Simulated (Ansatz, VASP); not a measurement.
# One calculation of K, two programs

The input INCAR:

```
SYSTEM = K
  PREC = Accurate
  ENCUT = 520
  EDIFF = 1E-8
  ISMEAR = -1
  SIGMA = 0.08
  LREAL = .False.
  LASPH = .True.
  NELM = 60
  ALGO = Normal
  ISIF = 2
  LWAVE = .False.
  LCHARG = .False.
  GGA = PS
  LEFG = .True.
  NBANDS = 10
```

Contents of KPOINTS:

```
regular mesh
0
Gamma
  10 10 10
  0 0 0
```

POSCAR

```
K
1.0
   -2.6703600000      2.6180000000      2.6180000000
    2.6180000000     -2.6703600000      2.6180000000
    2.6180000000      2.6180000000     -2.6703600000
K
1
Direct
    0.0000000000      0.0000000000      0.0000000000
```

Input for Ansatz:

```yaml
crystal:
  lattice:
    - [-2.67036, 2.618, 2.618]
    - [2.618, -2.67036, 2.618]
    - [2.618, 2.618, -2.67036]
  atoms:
    - { symbol: K, position: [0.0, 0.0, 0.0] }
kpoints:
  mp_grid: { grid: [10, 10, 10] }
scf:
  occupations: { method: fermi_dirac, width: 0.08 }
hamiltonian:
  xc: pbesol
  pseudopotentials: { kind: all_electron, datasets: crystal }
output:
  forces: true
  stress: true
  eigenvalues: true
  efg: { contact_densities: true }
```

Change from the starting cell: equal xy, yz and zx shear strains of -2 %, crystal datasets.

Alike in both runs: task electric field gradients; functional PBEsol; k mesh 10 × 10 × 10; occupations fermi-dirac, width 0.08 eV; no spin polarisation.

|  | VASP | Ansatz |
| --- | --- | --- |
| version | VASP 6.6.1 | Ansatz 0.2.0 |
| potentials or method | VASP PAW PBE potentials, release 64 (K_sv), cutoff 520 eV | all-electron PAW with datasets made for the crystal, scalar-relativistic |

|  | VASP | Ansatz | Ansatz less VASP |
| --- | --- | --- | --- |
| pressure (GPa) | 0.0 | 0.0 | +0.01 |
| traceless stress, the component that is largest in VASP (GPa) | 0.05 | 0.05 | 0.000 |
| size of Vzz on the site where it differs most (V/Å²) | 0.8 | 0.8 | 0.00 |

VASP's potentials were made for PBE, not for PBEsol. Ansatz ran all-electron here, and VASP with PAW potentials.
